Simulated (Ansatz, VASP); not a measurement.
Si2Ni in VASP and in Ansatz

The input INCAR:

```
  PREC = Accurate
  ENCUT = 600
  EDIFF = 1E-6
  ISMEAR = 0
  SIGMA = 0.1
  LREAL = F
  LASPH = T
  NELM = 100
  ALGO = Normal
  ISIF = 3
  LWAVE = F
  LCHARG = F
  GGA = PE
  IBRION = 2
  NSW = 100
  EDIFFG = -0.01
```

Contents of KPOINTS:

```
Automatic mesh
0
Gamma
  14 14 14
```

POSCAR

```
Si2Ni
1.0
    0.0000000000      2.7243626439      2.7243626439
    2.7243626439      0.0000000000      2.7243626439
    2.7243626439      2.7243626439      0.0000000000
Si Ni
2 1
Direct
    0.2500000000      0.2500000000      0.2500000000
    0.7500000000      0.7500000000      0.7500000000
    0.0000000000      0.0000000000      0.0000000000
```

Input for Ansatz:

```yaml
crystal:
  lattice:
    - [0.0, 2.7243626439, 2.7243626439]
    - [2.7243626439, 0.0, 2.7243626439]
    - [2.7243626439, 2.7243626439, 0.0]
  atoms:
    - { symbol: Si, position: [0.25, 0.25, 0.25] }
    - { symbol: Si, position: [0.75, 0.75, 0.75] }
    - { symbol: Ni, position: [0.0, 0.0, 0.0] }
basis:
  ecutwfc: 420
kpoints:
  mp_grid: { grid: [14, 14, 14] }
hamiltonian:
  xc: pbe
scf:
  occupations: { method: gaussian, width: 0.1 }
output:
  forces: true
  stress: true
  eigenvalues: true
  write_density: true
  write_potential: true
  elf: true
  volumetric_format: npy
relax:
  adjacent_minimum: "off"
  f_tol: 0.01
  max_steps: 80
  cell: { stress_tol: 0.05 }
```

Alike in both runs: task relaxation of cell and atoms; functional PBE; k mesh 14 × 14 × 14; occupations gaussian, width 0.1 eV; no spin polarisation.

|  | VASP | Ansatz |
| --- | --- | --- |
| version | VASP 6.6.1 | Ansatz 0.2.0 |
| potentials or method | VASP PAW PBE potentials, release 64 (Si, Ni), cutoff 600 eV | scalar-relativistic, plane waves, PAW |
| valence electrons in the cell | 18 | 26 |

|  | VASP | Ansatz | Ansatz less VASP |
| --- | --- | --- | --- |
| gap on the k mesh at the Fermi level, each at its own relaxed structure (eV) | none | none | - |
| relaxed volume (Å³/atom) | 13.46 | 13.47 | +0.006 |
| relaxed cell length with the largest relative difference (Å) | 3.851 | 3.852 | +0.0006 |

A gap of «none» marks a metal or a gap that the smearing closes. VASP's potentials hold 18 valence electrons a cell and Ansatz's 26, so a difference there can come from the potentials and not from the codes.
